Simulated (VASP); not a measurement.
# TiAl (P4/mmm) in VASP: notebook

The runs below take TiAl through single point, relaxation of cell and atoms, with PBE.

All numbers are computed with VASP 6.6.1; they aren't measurements. Logs are shortened: lines on timing, memory, paths and dates and some standing lists are left out, and cuts for length are marked.

## 1. The cell of the first run

It takes space group P4/mmm (No. 123, tetragonal). The conventional cell has a = 3.809 Å, b = 3.809 Å, c = 2.600 Å, α = 90.00°, β = 90.00°, γ = 90.00°. Within 3.4 Å of Ti (site symmetry 4/mmm) lie 2 Ti at 2.60 Å and 4 Al at 2.69 Å. Within 3.4 Å of Al (site symmetry 4/mmm) lie 2 Al at 2.60 Å and 4 Ti at 2.69 Å.

The cell was built from a structure type or drawn by symmetry, and may not be a known phase.

## 2. Single point, PBE

INCAR reads:

```
SYSTEM = TiAl
ALGO = Fast ; EDIFF = 1E-7
ENCUT = 520 ; GGA = PE
ISIF = 2 ; ISMEAR = 0
LASPH = .True. ; LCHARG = .True.
LELF = .True. ; LREAL = .False.
LVHAR = .True. ; LWAVE = .False.
NBANDS = 14 ; NELM = 60
PREC = Accurate ; SIGMA = 0.1
```

KPOINTS reads:

```
k-points
0
Gamma
  14 14 22
  0 0 0
```

POSCAR reads:

```
TiAl
1.0
    3.8092716614      0.0000000000      0.0000000000
    0.0000000000      3.8092716614      0.0000000000
    0.0000000000      0.0000000000      2.5998674972
Ti Al
1 1
Direct
    0.0000000000      0.0000000000      0.5000000000
    0.5000000000      0.5000000000      0.5000000000
```

Potentials or basis: VASP PAW PBE potentials, release 64 (Ti_sv, Al).

The run is started by

```bash
$ cat potpaw_PBE.64/Ti_sv/POTCAR potpaw_PBE.64/Al/POTCAR > POTCAR
$ mpirun -np 1 vasp_std > vasp.out
```

OUTCAR:

```text
SYSTEM = TiAl
   EDIFF = 1E-7
   ENCUT = 520
   GGA = PE
   ISIF = 2
   ISMEAR = 0
   LASPH = .True.
   LREAL = .False.
   NELM = 60
   PREC = Accurate

 ion  position               nearest neighbor table
   1  0.000  0.000  0.500-   2 2.69   2 2.69   2 2.69   2 2.69
   2  0.500  0.500  0.500-   1 2.69   1 2.69   1 2.69   1 2.69

  LATTYP: Found a simple tetragonal cell.
 ALAT       =     3.8092716614
 C/A-ratio  =     0.6825103926

  Lattice vectors:

 A1 = (   3.8092716614,   0.0000000000,   0.0000000000)
 A2 = (   0.0000000000,   3.8092716614,   0.0000000000)
 A3 = (   0.0000000000,   0.0000000000,   2.5998674972)

Analysis of symmetry for initial positions (statically):
=====================================================================
 Subroutine PRICEL returns:
 Original cell was already a primitive cell.

 Routine SETGRP: Setting up the symmetry group for a
 simple tetragonal supercell.

 Subroutine GETGRP returns: Found 16 space group operations
 (whereof 16 operations were pure point group operations)
 out of a pool of 16 trial point group operations.

The static configuration has the point symmetry D_4h.

Analysis of symmetry for dynamics (positions and initial velocities):
=====================================================================
 Subroutine PRICEL returns:
 Original cell was already a primitive cell.

 Routine SETGRP: Setting up the symmetry group for a
 simple tetragonal supercell.

 Subroutine GETGRP returns: Found 16 space group operations
 (whereof 16 operations were pure point group operations)
 out of a pool of 16 trial point group operations.

The dynamic configuration has the point symmetry D_4h.

 Subroutine INISYM returns: Found 16 space group operations
 (whereof 16 operations are pure point group operations),
 and found     1 'primitive' translations

----------------------------------------------------------------------------------------

                                     Primitive cell

  volume of cell :      37.7255

  direct lattice vectors                    reciprocal lattice vectors
     3.809271661  0.000000000  0.000000000     0.262517376  0.000000000  0.000000000
     0.000000000  3.809271661  0.000000000     0.000000000  0.262517376  0.000000000
     0.000000000  0.000000000  2.599867497     0.000000000  0.000000000  0.384634987

  length of vectors
     3.809271661  3.809271661  2.599867497     0.262517376  0.262517376  0.384634987

  position of ions in fractional coordinates (direct lattice)
     0.000000000  0.000000000  0.500000000
     0.500000000  0.500000000  0.500000000

[... 89 lines left out ...]
   EMIN   =  10.00;   EMAX   =-10.00  energy-range for DOS
   EFERMI =   0.00;   METHOD = LEGACY
   ISMEAR =     0;   SIGMA  =   0.10  broadening in eV -4-tet -1-fermi 0-gaus
   EFERMI_NEDOS =   21; number of points for ismear=-14 and -15
   IALGO  =     68    algorithm
   IMIX   =      4    mixing-type and parameters
     AMIX     =   0.40;   BMIX     =  1.00
     AMIX_MAG =   1.60;   BMIX_MAG =  1.00
  volume/ion in A,a.u.               =      18.86       127.29
  Fermi-wavevector in a.u.,A,eV,Ry     =   1.203816  2.274883 19.717205  1.449174
  Thomas-Fermi vector in A             =   2.339559
   LORBIT       =      0    0 simple, 1 ext, 2 COOP (PROOUT), +10 PAW based schemes
   GGA     = PE    functional components
   LHFCALC =     F    Hartree Fock is set to
   AEXX    =    0.0000 exact exchange contribution
   IVDW    =     0    specifies the selected vdW correction
   LEPSILON=     F    determine dielectric tensor
   LRPA    =     F    only Hartree local field effects (RPA)
 non-spin polarized calculation
 RMM-DIIS sequential band-by-band and
 Gauss-broadening in eV      SIGMA  =   0.10
  energy-cutoff  :      520.00
  volume of cell :       37.73
 maximum number of plane-waves:      1048
   NGX = 15   NGY = 15   NGZ =  9

 number of electron      15.0000006 magnetization

 Free energy of the ion-electron system (eV)
  ---------------------------------------------------
  ext. energy  EPLUGINS =         0.00000000
  ---------------------------------------------------
  free energy    TOTEN  =       -10.60816481 eV

  energy without entropy =      -10.59885220  energy(sigma->0) =      -10.60350851

 E-fermi :   6.8767     XC(G=0): -10.3275

 val. band max:        6.8740145669   @ k =   0.0714   0.0714   0.4091
 cond. band min:       6.8831462429   @ k =   0.4286   0.0714   0.4091
 fundamental gap:      0.0091316760
 Fermi energy:         6.8767237390

 k-point     1 :       0.0000    0.0000    0.0000
  band No.  band energies     occupation
      1     -49.8956      2.00000
      2     -26.1903      2.00000
      3     -26.1903      2.00000
      4     -25.6172      2.00000
      5      -1.5448      2.00000
      6       5.6018      2.00000
      7       5.6259      2.00000
      8       7.3409      0.00000
      9       8.0671      0.00000
     10       8.0671      0.00000
     11       9.8426      0.00000
     12       9.8426      0.00000
     13      11.2859      0.00000
     14      14.6657      0.00000
[... 377 lines left out ...]
      1     -49.8940      2.00000
      2     -26.2122      2.00000
      3     -26.1991      2.00000
      4     -25.6161      2.00000
      5      -0.0152      2.00000
      6       3.4250      2.00000
      7       4.9804      2.00000
      8       5.7721      2.00000
      9       8.4021      0.00000
     10       9.4991      0.00000
     11       9.7048      0.00000
     12       9.7958      0.00000
     13      11.8550      0.00000
     14      15.6628      0.00000

 [... further k-points ...]

------------------------ aborting loop because EDIFF is reached ----------------------------------------

  FORCE on cell =-STRESS in cart. coord.  units (eV):
  Direction    XX          YY          ZZ          XY          YZ          ZX
  --------------------------------------------------------------------------------------
  -------------------------------------------------------------------------------------
  Total       -0.0154352     -0.0154352     -0.0110184      0.0000000      0.0000000      0.0000000
  in kB       -0.6555226     -0.6555226     -0.4679422      0.0000000      0.0000000      0.0000000
  external PRESSURE =      -0.5929958 kB  Pullay stress =       0.0000000 kB

 VOLUME and BASIS-vectors are now :
 -----------------------------------------------------------------------------
  energy-cutoff  :      520.00
  volume of cell :       37.73
      direct lattice vectors                 reciprocal lattice vectors
     3.809271661  0.000000000  0.000000000     0.262517376  0.000000000  0.000000000
     0.000000000  3.809271661  0.000000000     0.000000000  0.262517376  0.000000000
     0.000000000  0.000000000  2.599867497     0.000000000  0.000000000  0.384634987

 POSITION                                       TOTAL-FORCE (eV/Angst)
 -----------------------------------------------------------------------------------
      0.00000      0.00000      1.29993         0.000000      0.000000      0.000000
      1.90464      1.90464      1.29993         0.000000      0.000000      0.000000
 -----------------------------------------------------------------------------------
    total drift:                               -0.000000     -0.000000     -0.000000

  FREE ENERGIE OF THE ION-ELECTRON SYSTEM (eV)
  ---------------------------------------------------
  free  energy   TOTEN  =       -10.6081648135 eV

  energy  without entropy=      -10.5988522018  energy(sigma->0) =      -10.60350851
```

OSZICAR:

```text
N       E                     dE             d eps       ncg     rms          rms(c)
DAV:   1     0.107131645139E+03    0.10713E+03   -0.74473E+03 12102   0.107E+03
DAV:   2    -0.154932834387E+01   -0.10868E+03   -0.10483E+03 12570   0.299E+02
DAV:   3    -0.114888000550E+02   -0.99395E+01   -0.95947E+01 22086   0.732E+01
[... 20 lines left out ...]
RMM:  24    -0.106081641110E+02   -0.43691E-06   -0.44681E-06 11915   0.689E-03    0.493E-04
RMM:  25    -0.106081643999E+02   -0.28893E-06   -0.29072E-06 11621   0.580E-03    0.325E-04
RMM:  26    -0.106081645981E+02   -0.19821E-06   -0.19867E-06 11274   0.475E-03    0.184E-04
RMM:  27    -0.106081647263E+02   -0.12822E-06   -0.13115E-06 10348   0.400E-03    0.182E-04
RMM:  28    -0.106081648135E+02   -0.87132E-07   -0.91806E-07  9595   0.332E-03
   1 F= -.10608165E+02 E0= -.10603509E+02  d E =-.931261E-02
```

stdout:

```text
POSCAR found type information on POSCAR TiAl
 POSCAR found :  2 types and       2 ions
 scaLAPACK will be used
 LDA part: xc-table for (Slater+PW92), standard interpolation
[... 28 lines left out ...]
 num prob  num prob WARNING in EDDRMM: call to ZHEGV failed, returncode =   6  3      9
WARNING in EDDRMM: call to ZHEGV failed, returncode =   6  3      5
WARNING in EDDRMM: call to ZHEGV failed, returncode =   8  4     13
 num prob  num prob RMM:  25    -0.106081643999E+02   -0.28893E-06   -0.29072E-06 11621   0.580E-03    0.325E-04
 num prob  num prob RMM:  26    -0.106081645981E+02   -0.19821E-06   -0.19867E-06 11274   0.475E-03    0.184E-04
 num prob  num prob WARNING in EDDRMM: call to ZHEGV failed, returncode =   6  3     11
WARNING in EDDRMM: call to ZHEGV failed, returncode =   6  3     12
 num prob RMM:  28    -0.106081648135E+02   -0.87132E-07   -0.91806E-07  9595   0.332E-03
```

Wall time 4.5 min (1 thread of Intel Xeon Platinum 8488C (Sapphire Rapids), shared host); peak memory 0.34 GiB.

What came out:

| Property | Result |
| --- | --- |
| Free energy | -10.6082 eV |
| Pressure | -0.1 GPa |
| Band gap on the k mesh | zero (an odd number of electrons rules out a gap without spin polarisation) |

## 3. Relaxation of cell and atoms, PBE

INCAR reads:

```
  ALGO = Fast
  EDIFF = 1E-7
  EDIFFG = -0.01
  ENCUT = 600
  GGA = PE
  IBRION = 2
  ISIF = 3
  ISMEAR = 0
  LASPH = True
  LCHARG = False
  LREAL = False
  LWAVE = False
  NELM = 80
  NSW = 100
  PREC = Accurate
  SIGMA = 0.1
```

KPOINTS reads:

```
k-points
0
Gamma
  14 14 22
```

POSCAR reads:

```
TiAl
1.0
    3.8157947328      0.0000000000      0.0000000000
    0.0000000000      3.8157947328      0.0000000000
    0.0000000000      0.0000000000      2.5917981908
Ti Al
1 1
Direct
    0.0000000000      0.0000000000      0.5000000000
    0.5000000000      0.5000000000      0.5000000000
```

Potentials or basis: VASP PAW PBE potentials, release 64 (Ti_sv, Al).

The run is started by

```bash
$ cat potpaw_PBE.64/Ti_sv/POTCAR potpaw_PBE.64/Al/POTCAR > POTCAR
$ mpirun -np 1 vasp_std > vasp.out
```

OUTCAR:

```text
EDIFF = 1E-7
   EDIFFG = -0.01
   ENCUT = 600
   GGA = PE
   IBRION = 2
   ISIF = 3
   ISMEAR = 0
   LASPH = True
   LREAL = False
   NELM = 80
   NSW = 100
   PREC = Accurate

 ion  position               nearest neighbor table
   1  0.000  0.000  0.500-   2 2.70   2 2.70   2 2.70   2 2.70
   2  0.500  0.500  0.500-   1 2.70   1 2.70   1 2.70   1 2.70

  LATTYP: Found a simple tetragonal cell.
 ALAT       =     3.8157947328
 C/A-ratio  =     0.6792289345

  Lattice vectors:

 A1 = (   3.8157947328,   0.0000000000,   0.0000000000)
 A2 = (   0.0000000000,   3.8157947328,   0.0000000000)
 A3 = (   0.0000000000,   0.0000000000,   2.5917981908)

Analysis of symmetry for initial positions (statically):
=====================================================================
 Subroutine PRICEL returns:
 Original cell was already a primitive cell.

 Routine SETGRP: Setting up the symmetry group for a
 simple tetragonal supercell.

 Subroutine GETGRP returns: Found 16 space group operations
 (whereof 16 operations were pure point group operations)
 out of a pool of 16 trial point group operations.

The static configuration has the point symmetry D_4h.
[... 173 lines left out ...]
  external PRESSURE =      -1.2962688 kB  Pullay stress =       0.0000000 kB
[... 167 lines left out ...]
--------------------------------------- Ionic step        6  -------------------------------------------

 number of electron      15.0000007 magnetization

 Free energy of the ion-electron system (eV)
  ---------------------------------------------------
  ext. energy  EPLUGINS =         0.00000000
  ---------------------------------------------------
  free energy    TOTEN  =       -10.60823547 eV

  energy without entropy =      -10.59892839  energy(sigma->0) =      -10.60358193

 E-fermi :   6.8843     XC(G=0): -10.3307

 val. band max:        6.8810882833   @ k =   0.0714   0.0714   0.4091
 cond. band min:       6.8902688210   @ k =   0.4286   0.0714   0.4091
 fundamental gap:      0.0091805377
 Fermi energy:         6.8842566701

 k-point     1 :       0.0000    0.0000    0.0000
  band No.  band energies     occupation
      1     -49.8864      2.00000
      2     -26.1816      2.00000
      3     -26.1816      2.00000
      4     -25.6076      2.00000
      5      -1.5408      2.00000
      6       5.6071      2.00000
      7       5.6332      2.00000
      8       7.3486      0.00000
      9       8.0756      0.00000
     10       8.0756      0.00000
     11       9.8530      0.00000
[... 309 lines left out ...]
 k-point    24 :       0.3571    0.2143    0.0000
  band No.  band energies     occupation
      1     -49.8848      2.00000
      2     -26.2036      2.00000
      3     -26.1904      2.00000
      4     -25.6064      2.00000
      5      -0.0103      2.00000
      6       3.4310      2.00000
      7       4.9865      2.00000
      8       5.7791      2.00000
      9       8.4111      0.00000
     10       9.5090      0.00000
     11       9.7150      0.00000

 [... further k-points ...]

------------------------ aborting loop because EDIFF is reached ----------------------------------------

  FORCE on cell =-STRESS in cart. coord.  units (eV):
  Direction    XX          YY          ZZ          XY          YZ          ZX
  --------------------------------------------------------------------------------------
  -------------------------------------------------------------------------------------
  Total       -0.0000534     -0.0000534     -0.0001455      0.0000000      0.0000000      0.0000000
  in kB       -0.0022696     -0.0022696     -0.0061824      0.0000000      0.0000000      0.0000000
  external PRESSURE =      -0.0035739 kB  Pullay stress =       0.0000000 kB
[... 17 lines left out ...]
  FREE ENERGIE OF THE ION-ELECTRON SYSTEM (eV)
  ---------------------------------------------------
  free  energy   TOTEN  =       -10.6082354730 eV

  energy  without entropy=      -10.5989283865  energy(sigma->0) =      -10.60358193

 reached required accuracy - stopping structural energy minimisation
```

CONTCAR:

```text
TiAl
   1.00000000000000
     3.8082861330144917    0.0000000000000000    0.0000000000000000
     0.0000000000000000    3.8082861330144917    0.0000000000000000
     0.0000000000000000    0.0000000000000000    2.5991759512267691
  Ti              Al
     1     1
Direct
     0.0000000000000000    0.0000000000000000    0.5000000000000000
     0.5000000000000000    0.5000000000000000    0.5000000000000000

  0.00000000E+00  0.00000000E+00  0.00000000E+00
  0.00000000E+00  0.00000000E+00  0.00000000E+00
```

Wall time 19 min (1 thread of Intel Xeon Platinum 8488C (Sapphire Rapids), shared host); peak memory 0.39 GiB.

What came out:

```
Free energy                           : -10.6082 eV
Relaxed volume                        : 18.85 Å³/atom
Relaxed cell                          : a = 3.808 Å, b = 3.808 Å, c = 2.599 Å, α = 90.00°, β = 90.00°, γ = 90.00°
Space group after relaxing (to 0.1 Å) : P4/mmm (No. 123)
Energy gained by relaxing             : 0.1 meV/atom
Ionic steps                           : 6
Pressure after relaxing               : 0.0 GPa
Band gap on the k mesh                : zero (an odd number of electrons rules out a gap without spin polarisation)
```

Step by step:
```csv
step,energy change (eV),largest force (eV/Å),pressure (GPa),volume (Å³)
1,0.0000,0.0000,-0.13,37.74
2,-0.0002,0.0000,0.01,37.65
3,-0.0002,0.0000,0.10,37.62
4,-0.0002,0.0000,0.12,37.64
5,-0.0002,0.0000,0.11,37.64
6,-0.0002,0.0000,0.00,37.70
```

Final structure:
```cif
data_structure
_symmetry_space_group_name_H-M 'P 1'
_symmetry_Int_Tables_number 1
_cell_length_a 3.8083
_cell_length_b 3.8083
_cell_length_c 2.5992
_cell_angle_alpha 90.000
_cell_angle_beta 90.000
_cell_angle_gamma 90.000
_cell_volume 37.70
loop_
_atom_site_label
_atom_site_type_symbol
_atom_site_fract_x
_atom_site_fract_y
_atom_site_fract_z
_atom_site_occupancy
Ti1 Ti 0.00000 0.00000 0.50000 1
Al1 Al 0.50000 0.50000 0.50000 1
```
